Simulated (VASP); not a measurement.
# Al (Fm-3m) in VASP: a series of runs

The runs below take Al through single point, with PBE.

Everything below comes from runs of VASP 6.6.1. Logs are shortened: lines on timing, memory, paths and dates and some standing lists are left out, and cuts for length are marked.

### Step 1. The cell of the first run

Symmetry: Fm-3m, No. 225, cubic system. The conventional cell has a = 4.050 Å, b = 4.050 Å, c = 4.050 Å, α = 90.00°, β = 90.00°, γ = 90.00°. Al (site symmetry m-3m) has 12 Al at 2.86 Å within 3.8 Å.

### Step 2. Single point, PBE

INCAR reads:

```
PREC = Accurate ; ENCUT = 520
EDIFF = 1E-6 ; ISMEAR = 0
SIGMA = 0.1 ; LREAL = F
LASPH = T ; NELM = 80
ALGO = Normal ; ISIF = 2
LWAVE = F ; LCHARG = F
GGA = PE ; NBANDS = 8
```

KPOINTS reads:

```
Automatic mesh
0
Gamma
  18 18 18
```

POSCAR reads:

```
Al
1.0
    0.0000000000      2.0248050000      2.0248050000
    2.0248050000      0.0000000000      2.0248050000
    2.0248050000      2.0248050000      0.0000000000
Al
1
Direct
    0.0000000000      0.0000000000      0.0000000000
```

Potentials or basis: VASP PAW PBE potentials, release 64 (Al).

On the command line:

```sh
$ cat potpaw_PBE.64/Al/POTCAR > POTCAR
$ mpirun -np 1 vasp_std > vasp.out
```

OUTCAR:

```text
PREC = Accurate
   ENCUT = 520
   EDIFF = 1E-6
   ISMEAR = 0
   LREAL = F
   LASPH = T
   NELM = 80
   ISIF = 2
   GGA = PE

 ion  position               nearest neighbor table
   1  0.000  0.000  0.000-

  LATTYP: Found a face centered cubic cell.
 ALAT       =     4.0496100000

  Lattice vectors:

 A1 = (   0.0000000000,   2.0248050000,   2.0248050000)
 A2 = (   2.0248050000,   0.0000000000,   2.0248050000)
 A3 = (   2.0248050000,   2.0248050000,   0.0000000000)

Analysis of symmetry for initial positions (statically):
=====================================================================
 Subroutine PRICEL returns:
 Original cell was already a primitive cell.

 Routine SETGRP: Setting up the symmetry group for a
 face centered cubic supercell.

 Subroutine GETGRP returns: Found 48 space group operations
 (whereof 48 operations were pure point group operations)
 out of a pool of 48 trial point group operations.

The static configuration has the point symmetry O_h .

Analysis of symmetry for dynamics (positions and initial velocities):
=====================================================================
 Subroutine PRICEL returns:
 Original cell was already a primitive cell.

 Routine SETGRP: Setting up the symmetry group for a
 face centered cubic supercell.

 Subroutine GETGRP returns: Found 48 space group operations
 (whereof 48 operations were pure point group operations)
 out of a pool of 48 trial point group operations.

The dynamic configuration has the point symmetry O_h .

 Subroutine INISYM returns: Found 48 space group operations
 (whereof 48 operations are pure point group operations),
 and found     1 'primitive' translations

----------------------------------------------------------------------------------------

                                     Primitive cell

  volume of cell :      16.6027

  direct lattice vectors                    reciprocal lattice vectors
     0.000000000  2.024805000  2.024805000    -0.246937359  0.246937359  0.246937359
     2.024805000  0.000000000  2.024805000     0.246937359 -0.246937359  0.246937359
     2.024805000  2.024805000  0.000000000     0.246937359  0.246937359 -0.246937359

  length of vectors
     2.863506692  2.863506692  2.863506692     0.427708053  0.427708053  0.427708053

  position of ions in fractional coordinates (direct lattice)
     0.000000000  0.000000000  0.000000000
[... 76 lines left out ...]
   EDIFF  = 0.1E-05   stopping-criterion for ELM
   LREAL  =      F    real-space projection
   EDIFFG = 0.1E-04   stopping-criterion for IOM
   NSW    =      0    number of steps for IOM
   IBRION =     -1    ionic relax: 0-MD 1-quasi-New 2-CG
   NFREE  =      0    steps in history (QN), initial steepest desc. (CG)
   ISIF   =      2    stress and relaxation
   ISYM   =      2    0-nonsym 1-usesym 2-fastsym
   POTIM  = 0.5000    time-step for ionic-motion
   TEBEG  =    0.0;   TEEND  =   0.0 temperature during run
   PSTRESS=    0.0 pullay stress
   NELECT =       3.0000    total number of electrons
   NUPDOWN=      -1.0000    fix difference up-down
   EMIN   =  10.00;   EMAX   =-10.00  energy-range for DOS
   EFERMI =   0.00;   METHOD = LEGACY
   ISMEAR =     0;   SIGMA  =   0.10  broadening in eV -4-tet -1-fermi 0-gaus
   EFERMI_NEDOS =   21; number of points for ismear=-14 and -15
   IALGO  =     38    algorithm
   IMIX   =      4    mixing-type and parameters
     AMIX     =   0.40;   BMIX     =  1.00
     AMIX_MAG =   1.60;   BMIX_MAG =  1.00
  volume/ion in A,a.u.               =      16.60       112.04
  Fermi-wavevector in a.u.,A,eV,Ry     =   0.925526  1.748991 11.654733  0.856599
  Thomas-Fermi vector in A             =   2.051390
   LORBIT       =      0    0 simple, 1 ext, 2 COOP (PROOUT), +10 PAW based schemes
   GGA     = PE    functional components
   LHFCALC =     F    Hartree Fock is set to
   AEXX    =    0.0000 exact exchange contribution
   IVDW    =     0    specifies the selected vdW correction
   LEPSILON=     F    determine dielectric tensor
   LRPA    =     F    only Hartree local field effects (RPA)
 non-spin polarized calculation
 Gauss-broadening in eV      SIGMA  =   0.10
  energy-cutoff  :      520.00
  volume of cell :       16.60
 maximum number of plane-waves:       459
 NGX is ok and might be reduce to    24
   NGX = 11   NGY = 11   NGZ = 11

 number of electron       3.0000000 magnetization

 Free energy of the ion-electron system (eV)
  ---------------------------------------------------
  ext. energy  EPLUGINS =         0.00000000
  ---------------------------------------------------
  free energy    TOTEN  =        -3.74436384 eV

  energy without entropy =       -3.74148555  energy(sigma->0) =       -3.74292470

 E-fermi :   7.9263     XC(G=0): -10.1741

 val. band max:        7.9228784192   @ k =  -0.2778   0.2778   0.0556
 cond. band min:       7.9329398137   @ k =  -0.2778   0.5000   0.2222
 fundamental gap:      0.0100613945
 Fermi energy:         7.9262725998

 k-point     1 :       0.0000    0.0000    0.0000
  band No.  band energies     occupation
      1      -3.1560      2.00000
      2      20.5204      0.00000
      3      20.5204      0.00000
      4      20.5204      0.00000
      5      21.9656      0.00000
      6      21.9656      0.00000
      7      21.9656      0.00000
      8      24.3565      0.00000
[... 243 lines left out ...]
 k-point    24 :      -0.2222    0.0556    0.0000
  band No.  band energies     occupation
      1      -1.5214      2.00000
      2      11.7626      0.00000
      3      17.1814      0.00000
      4      20.0218      0.00000
      5      21.7626      0.00000
      6      22.8073      0.00000
      7      23.2519      0.00000
      8      25.4492      0.00000

 [... further k-points ...]

------------------------ aborting loop because EDIFF is reached ----------------------------------------

  FORCE on cell =-STRESS in cart. coord.  units (eV):
  Direction    XX          YY          ZZ          XY          YZ          ZX
  --------------------------------------------------------------------------------------
  -------------------------------------------------------------------------------------
  Total       -0.0518028     -0.0518028     -0.0518028      0.0000000      0.0000000     -0.0000000
  in kB       -4.9990109     -4.9990109     -4.9990109      0.0000000      0.0000000     -0.0000000
  external PRESSURE =      -4.9990109 kB  Pullay stress =       0.0000000 kB

 VOLUME and BASIS-vectors are now :
 -----------------------------------------------------------------------------
  energy-cutoff  :      520.00
  volume of cell :       16.60
      direct lattice vectors                 reciprocal lattice vectors
     0.000000000  2.024805000  2.024805000    -0.246937359  0.246937359  0.246937359
     2.024805000  0.000000000  2.024805000     0.246937359 -0.246937359  0.246937359
     2.024805000  2.024805000  0.000000000     0.246937359  0.246937359 -0.246937359

 POSITION                                       TOTAL-FORCE (eV/Angst)
 -----------------------------------------------------------------------------------
      0.00000      0.00000      0.00000         0.000000     -0.000000      0.000000
 -----------------------------------------------------------------------------------
    total drift:                               -0.000000      0.000000     -0.000000

  FREE ENERGIE OF THE ION-ELECTRON SYSTEM (eV)
  ---------------------------------------------------
  free  energy   TOTEN  =        -3.7443638365 eV

  energy  without entropy=       -3.7414855548  energy(sigma->0) =       -3.74292470
```

Run time: 12 s. Hardware: 1 thread of AMD EPYC 9R45 (Zen 5), shared host; peak memory 0.11 GiB.

What came out:

* Free energy: -3.7444 eV
* Pressure: -0.5 GPa

### Step 3. Single point, PBE (volume scaled by 1.03)

INCAR reads:

```
SYSTEM = Al
PREC = Accurate
ENCUT = 520
EDIFF = 1E-6
ISMEAR = 0
SIGMA = 0.1
LREAL = .False.
LASPH = .True.
NELM = 100
ALGO = Fast
ISIF = 2
LWAVE = .False.
LCHARG = .False.
GGA = PE
NBANDS = 8
```

KPOINTS reads:

```
Automatic mesh
0
Gamma
  18 18 18
  0 0 0
```

POSCAR reads:

```
Al
1.0
    0.0000000000      2.0407369317      2.0407369317
    2.0407369317      0.0000000000      2.0407369317
    2.0407369317      2.0407369317      0.0000000000
Al
1
Direct
    0.0000000000      0.0000000000      0.0000000000
```

Potentials or basis: VASP PAW PBE potentials, release 64 (Al).

On the command line:

```sh
$ cat potpaw_PBE.64/Al/POTCAR > POTCAR
$ mpirun -np 1 vasp_std > vasp.out
```

It took 13 s on 1 thread of AMD EPYC 9R45 (Zen 5), shared host; peak memory 0.11 GiB.

It converged, with:

* Free energy: -3.7410 eV
* Pressure: -2.2 GPa

Levels at points of the mesh, in eV from the Fermi level:
```
           k point  band 1  band 2  band 3  band 4  band 5  band 6
(0.00, 0.00, 0.00)  -10.92   12.47   12.47   12.47   13.74   13.74
(0.50, 0.00, 0.00)   -4.46   -4.33   11.11   11.11   11.33   11.33
(0.50, 0.50, 0.00)   -2.84   -1.59    5.26    5.47    5.47    8.81
```

### Step 4. Single point, PBE (volume scaled by 1.06)

INCAR reads:

```
SYSTEM = Al
ALGO = Fast ; EDIFF = 1E-7
ENCUT = 520 ; GGA = PE
ISIF = 2 ; ISMEAR = 0
LASPH = .True. ; LCHARG = .False.
LREAL = .False. ; LWAVE = .False.
NBANDS = 8 ; NELM = 100
PREC = Accurate ; SIGMA = 0.1
```

KPOINTS reads:

```
k-points
0
Gamma
  18 18 18
  0 0 0
```

POSCAR reads:

```
Al
1.0
    0.0000000000      2.0603606060      2.0603606060
    2.0603606060      0.0000000000      2.0603606060
    2.0603606060      2.0603606060      0.0000000000
Al
1
Direct
    0.0000000000      0.0000000000      0.0000000000
```

Potentials or basis: VASP PAW PBE potentials, release 64 (Al).

On the command line:

```sh
$ cat potpaw_PBE.64/Al/POTCAR > POTCAR
$ mpirun -np 1 vasp_std > vasp.out
```

OUTCAR:

```text
SYSTEM = Al
   EDIFF = 1E-7
   ENCUT = 520
   GGA = PE
   ISIF = 2
   ISMEAR = 0
   LASPH = .True.
   LREAL = .False.
   NELM = 100
   PREC = Accurate

 ion  position               nearest neighbor table
   1  0.000  0.000  0.000-

  LATTYP: Found a face centered cubic cell.
 ALAT       =     4.1207212120

  Lattice vectors:

 A1 = (   0.0000000000,   2.0603606060,   2.0603606060)
 A2 = (   2.0603606060,   0.0000000000,   2.0603606060)
 A3 = (   2.0603606060,   2.0603606060,   0.0000000000)

Analysis of symmetry for initial positions (statically):
=====================================================================
 Subroutine PRICEL returns:
 Original cell was already a primitive cell.

 Routine SETGRP: Setting up the symmetry group for a
 face centered cubic supercell.

 Subroutine GETGRP returns: Found 48 space group operations
 (whereof 48 operations were pure point group operations)
 out of a pool of 48 trial point group operations.

The static configuration has the point symmetry O_h .

Analysis of symmetry for dynamics (positions and initial velocities):
=====================================================================
 Subroutine PRICEL returns:
 Original cell was already a primitive cell.

 Routine SETGRP: Setting up the symmetry group for a
 face centered cubic supercell.

 Subroutine GETGRP returns: Found 48 space group operations
 (whereof 48 operations were pure point group operations)
 out of a pool of 48 trial point group operations.

The dynamic configuration has the point symmetry O_h .

 Subroutine INISYM returns: Found 48 space group operations
 (whereof 48 operations are pure point group operations),
 and found     1 'primitive' translations

----------------------------------------------------------------------------------------

                                     Primitive cell
[... 110 lines left out ...]
  volume/ion in A,a.u.               =      17.49       118.05
  Fermi-wavevector in a.u.,A,eV,Ry     =   0.909554  1.718809 11.255953  0.827289
  Thomas-Fermi vector in A             =   2.033613
   LORBIT       =      0    0 simple, 1 ext, 2 COOP (PROOUT), +10 PAW based schemes
   GGA     = PE    functional components
   LHFCALC =     F    Hartree Fock is set to
   AEXX    =    0.0000 exact exchange contribution
   IVDW    =     0    specifies the selected vdW correction
   LEPSILON=     F    determine dielectric tensor
   LRPA    =     F    only Hartree local field effects (RPA)
 non-spin polarized calculation
 RMM-DIIS sequential band-by-band and
 Gauss-broadening in eV      SIGMA  =   0.10
  energy-cutoff  :      520.00
  volume of cell :       17.49
 maximum number of plane-waves:       495
 NGX is ok and might be reduce to    24
   NGX = 11   NGY = 11   NGZ = 11

 number of electron       3.0000000 magnetization

 Free energy of the ion-electron system (eV)
  ---------------------------------------------------
  ext. energy  EPLUGINS =         0.00000000
  ---------------------------------------------------
  free energy    TOTEN  =        -3.73146398 eV

  energy without entropy =       -3.72904305  energy(sigma->0) =       -3.73025352

 E-fermi :   7.3952     XC(G=0):  -9.9870

 val. band max:        7.3546260799   @ k =   0.5000   0.4444   0.0556
 cond. band min:       7.4083203466   @ k =  -0.3889   0.3889   0.1667
 fundamental gap:      0.0536942666
 Fermi energy:         7.3952353853

 k-point     1 :       0.0000    0.0000    0.0000
  band No.  band energies     occupation
      1      -3.3329      2.00000
      2      19.7043      0.00000
      3      19.7043      0.00000
      4      19.7043      0.00000
      5      20.7655      0.00000
      6      20.7655      0.00000
      7      20.7655      0.00000
      8      23.4532      0.00000
[... 243 lines left out ...]
 k-point    24 :      -0.2222    0.0556    0.0000
  band No.  band energies     occupation
      1      -1.7535      2.00000
      2      11.1148      0.00000
      3      16.3254      0.00000
      4      19.0625      0.00000
      5      20.7887      0.00000
      6      21.7692      0.00000
      7      22.2016      0.00000
      8      24.3612      0.00000

 [... further k-points ...]

------------------------ aborting loop because EDIFF is reached ----------------------------------------

  FORCE on cell =-STRESS in cart. coord.  units (eV):
  Direction    XX          YY          ZZ          XY          YZ          ZX
  --------------------------------------------------------------------------------------
  -------------------------------------------------------------------------------------
  Total       -0.4367586     -0.4367586     -0.4367586      0.0000000      0.0000000      0.0000000
  in kB      -40.0029749    -40.0029749    -40.0029749      0.0000000      0.0000000      0.0000000
  external PRESSURE =     -40.0029749 kB  Pullay stress =       0.0000000 kB

 VOLUME and BASIS-vectors are now :
 -----------------------------------------------------------------------------
  energy-cutoff  :      520.00
  volume of cell :       17.49
      direct lattice vectors                 reciprocal lattice vectors
     0.000000000  2.060360606  2.060360606    -0.242675966  0.242675966  0.242675966
     2.060360606  0.000000000  2.060360606     0.242675966 -0.242675966  0.242675966
     2.060360606  2.060360606  0.000000000     0.242675966  0.242675966 -0.242675966

 POSITION                                       TOTAL-FORCE (eV/Angst)
 -----------------------------------------------------------------------------------
      0.00000      0.00000      0.00000        -0.000000      0.000000     -0.000000
 -----------------------------------------------------------------------------------
    total drift:                                0.000000     -0.000000     -0.000000

  FREE ENERGIE OF THE ION-ELECTRON SYSTEM (eV)
  ---------------------------------------------------
  free  energy   TOTEN  =        -3.7314639832 eV

  energy  without entropy=       -3.7290430545  energy(sigma->0) =       -3.73025352
```

OSZICAR:

```text
N       E                     dE             d eps       ncg     rms          rms(c)
DAV:   1    -0.240104320937E+01   -0.24010E+01   -0.79413E+02  3120   0.196E+02
DAV:   2    -0.374536294896E+01   -0.13443E+01   -0.12984E+01  4256   0.180E+01
DAV:   3    -0.375309157414E+01   -0.77286E-02   -0.77208E-02  3992   0.151E+00
DAV:   4    -0.375311145520E+01   -0.19881E-04   -0.19881E-04  4840   0.679E-02
DAV:   5    -0.375311149078E+01   -0.35579E-07   -0.34462E-07  4152   0.176E-03    0.121E+00
RMM:   6    -0.374058881697E+01    0.12523E-01   -0.12303E-03  3123   0.201E-01    0.711E-01
RMM:   7    -0.373144971869E+01    0.91391E-02   -0.39317E-03  3640   0.342E-01    0.118E-01
RMM:   8    -0.373146300147E+01   -0.13283E-04   -0.15382E-04  3470   0.782E-02    0.232E-02
RMM:   9    -0.373146510752E+01   -0.21060E-05   -0.23266E-05  3576   0.291E-02    0.110E-02
RMM:  10    -0.373146459145E+01    0.51606E-06   -0.51768E-06  3674   0.143E-02    0.122E-02
RMM:  11    -0.373146404153E+01    0.54993E-06   -0.10432E-06  3638   0.545E-03    0.405E-03
RMM:  12    -0.373146398318E+01    0.58345E-07   -0.35742E-07  3490   0.344E-03
   1 F= -.37314640E+01 E0= -.37302535E+01  d E =-.242093E-02
```

Run time: 16 s. Hardware: 1 thread of AMD EPYC 9R45 (Zen 5), shared host; peak memory 0.11 GiB.

Results:

```yaml
Free_energy: -3.7315 eV
Pressure: -4.0 GPa
```

### Step 5. Overview

```csv
cell,gap on the mesh (eV),pressure (GPa)
"a = 2.864 Å, angles 60.0°, 1 atom",none,-0.5
"a = 2.886 Å, angles 60.0°, 1 atom",none,-2.2
"a = 2.914 Å, angles 60.0°, 1 atom",none,-4.0
```

Alike in all rows: task single point; level PBE; potentials or basis VASP PAW PBE potentials, release 64 (Al); no spin polarisation; k mesh 18 × 18 × 18; cutoff (eV) 520; smearing gaussian 0.1 eV.

Absolute energies hang on the potentials; compare differences alone.
